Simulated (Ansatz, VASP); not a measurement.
## One calculation of ZnS, two programs

POSCAR

```
ZnS
1.0
    0.0000000000     -2.7046500000     -2.7046500000
    0.0000000000      2.7046500000     -2.7046500000
    5.4093000000      0.0000000000      0.0000000000
Zn S
2 2
Direct
    0.5686282994      0.5000000000      0.5000000000
   -0.0686282994      0.0000000000      0.0000000000
    0.0417658438      0.5000000000      0.2500000000
    0.4582341562      0.0000000000      0.7500000000
```

The input INCAR.step1:

```
SYSTEM = ZnS
ALGO = Normal
EDIFF = 1E-4
ENCUT = 520
GGA = PE
ISMEAR = 0
LASPH = .TRUE.
LCHARG = .FALSE.
LREAL = .FALSE.
LWAVE = .TRUE.
NBANDS = 26
NELM = 60
PREC = Accurate
SIGMA = 0.05
```

Contents of INCAR.step2:

```
SYSTEM = ZnS
ALGO = Normal
EDIFF = 1E-7
ENCUT = 520
ISIF = 2
ISMEAR = 0
ISTART = 1
LASPH = .TRUE.
LCHARG = .FALSE.
LMIXTAU = .TRUE.
LREAL = .FALSE.
LWAVE = .FALSE.
METAGGA = R2SCAN
NBANDS = 26
NELM = 60
PREC = Accurate
SIGMA = 0.05
```

File KPOINTS:

```
k-points
0
G
  6 6 4
  0 0 0
```

Input for Ansatz:

```yaml
crystal:
  lattice:
    - [0.0, -2.70465, -2.70465]
    - [0.0, 2.70465, -2.70465]
    - [5.4093, 0.0, 0.0]
  atoms:
    - { symbol: Zn, position: [0.5686282994, 0.5, 0.5] }
    - { symbol: Zn, position: [-0.0686282994, 0.0, 0.0] }
    - { symbol: S, position: [0.0417658438, 0.5, 0.25] }
    - { symbol: S, position: [0.4582341562, 0.0, 0.75] }
basis:
  ecutwfc: 500
kpoints:
  mp_grid: { grid: [6, 6, 4] }
hamiltonian:
  xc: r2scan
scf:
  occupations: { method: gaussian, width: 0.05 }
output:
  forces: true
  stress: true
  eigenvalues: true
```

Change from the starting cell: mode 4 (93.6 1/cm) frozen in, largest displacement +0.263 Å.

Alike in both runs: task single point; functional r2SCAN; k mesh 6 × 6 × 4; occupations gaussian, width 0.05 eV; no spin polarisation.

|  | VASP | Ansatz |
| --- | --- | --- |
| version | VASP 6.6.1 | Ansatz 0.2.0 |
| potentials or method | VASP PAW PBE potentials, release 64 (Zn, S), cutoff 520 eV | scalar-relativistic, plane waves, PAW |
| valence electrons in the cell | 36 | 36 |

```tsv
	VASP	Ansatz	Ansatz less VASP
gap on the k mesh at the Fermi level (eV)	2.48	2.47	-0.011
least direct gap on the mesh (eV)	2.48	2.47	-0.011
pressure (GPa)	-1.3	-1.4	-0.11
traceless stress, the component that is largest in VASP (GPa)	0.81	0.82	+0.003
rms of the force components (eV/Å)	0.306	0.309	+0.0033
```

VASP's potentials were made for PBE, not for r2SCAN. Atom by atom the forces differ by 0.004 eV/Å (rms over components). With one functional, cell and mesh, what is left measures potentials, basis and numerics.
